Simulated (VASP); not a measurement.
Write the native input for VASP 6.6.1 that does the following.

```
Task                   : single point
Functional             : PBE
Potentials or basis    : VASP PAW PBE potentials, release 64 (Mg_sv, W_sv, O)
Cutoff                 : 840 eV
k mesh                 : 4 × 4 × 4
Occupations            : gaussian, width 0.1 eV
Spin                   : no spin polarisation
Dipole correction      : no
Further INCAR settings : ALGO = Normal; EDIFF = 1e-06; NBANDS = 38
```

The structure of Mg2WO4 lies in POSCAR:

```
Mg2WO4
1.0
    0.0000000000      3.9967859649      3.9967859649
    3.9967859649      0.0000000000      3.9967859649
    3.9967859649      3.9967859649      0.0000000000
Mg W O
2 1 4
Direct
    0.0000000000      0.0000000000      0.0000000000
    0.7500000000      0.7500000000      0.7500000000
    0.5000000000      0.5000000000      0.5000000000
    0.3708633776      0.3708633776      0.3708633776
    0.3708633776      0.3708633776      0.8874098671
    0.3708633776      0.8874098671      0.3708633776
    0.8874098671      0.3708633776      0.3708633776
```

The cell was generated, and may not be a known phase.

One way to write it, as run:

INCAR

```
SYSTEM = Mg2WO4
  PREC = Accurate
  ENCUT = 840
  EDIFF = 1E-6
  ISMEAR = 0
  SIGMA = 0.1
  LREAL = .FALSE.
  LASPH = .TRUE.
  NELM = 120
  ALGO = Normal
  ISIF = 2
  LWAVE = .FALSE.
  LCHARG = .FALSE.
  GGA = PE
  NBANDS = 38
  GGA_COMPAT = .FALSE.
```

KPOINTS

```
Automatic mesh
0
G
  4 4 4
  0 0 0
```

Potentials or basis: VASP PAW PBE potentials, release 64 (Mg_sv, W_sv, O).

Command:

```bash
$ cat potpaw_PBE.64/Mg_sv/POTCAR potpaw_PBE.64/W_sv/POTCAR potpaw_PBE.64/O/POTCAR > POTCAR
$ mpirun -np 1 vasp_std > vasp.out
```

Results of the run:

| Item | Value |
| --- | --- |
| Pressure | 1.4 GPa |
| Largest force | 0.418 eV/Å |
| Band gap on the k mesh | zero (bands 29 and 30 overlap by 0.15 eV) |

Caveat: spin-orbit coupling is left out, which moves the levels of the heavy elements.

Run time: 69 s on 1 thread of AMD EPYC 9R45 (Zen 5), with other jobs on the host, peak memory 0.36 GiB.
